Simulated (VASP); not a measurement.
A run of VASP 6.6.1 is set up as follows.

Contents of INCAR:

```
SYSTEM = NaCl
PREC     = Accurate       ! precision mode
ENCUT    = 520            ! plane-wave cutoff, eV
EDIFF    = 1E-7           ! SCF threshold, eV
ISMEAR   = 0              ! smearing method
SIGMA    = 0.01           ! smearing width, eV
LREAL    = .False.        ! projectors in reciprocal space
LASPH    = .True.         ! aspherical terms in the spheres
NELM     = 100            ! most SCF steps
ALGO     = Normal         ! electronic algorithm
ISIF     = 2              ! what is computed and relaxed
LWAVE    = .False.        ! write WAVECAR
LCHARG   = .False.        ! write CHGCAR
GGA      = PS             ! functional
IBRION   = 2              ! ionic algorithm
NSW      = 50             ! ionic steps
EDIFFG   = -0.002         ! ionic threshold
```

File KPOINTS:

```
Automatic mesh
0
Gamma
  8 8 8
  0 0 0
```

The input POSCAR:

```
NaCl
1.0
   -0.0140047627      2.7939501563      2.7939501563
    2.7939501563     -0.0140047627      2.7939501563
    2.7939501563      2.7939501563     -0.0140047627
Na Cl
1 1
Direct
    0.0000000000      0.0000000000      0.0000000000
    0.5000000000      0.5000000000      0.5000000000
```

Potentials or basis: VASP PAW PBE potentials, release 64 (Na_pv, Cl).

The run is started by

```console
$ cat potpaw_PBE.64/Na_pv/POTCAR potpaw_PBE.64/Cl/POTCAR > POTCAR
$ mpirun -np 1 vasp_std > vasp.out
```

Task: Predict the band gap on the k mesh.

Result: 4.99 eV, direct.

Stress tensor (GPa, compression positive):
```
0.02 0.06 0.06
0.06 0.02 0.06
0.06 0.06 0.02
```

Caveat: the cell differs from its parent crystal (equal xy, yz and zx engineering shears of -0.5 %); the relaxation stopped at its first step, so nothing moved; the PAW data sets were made with another functional, which shifts forces and pressure a little.
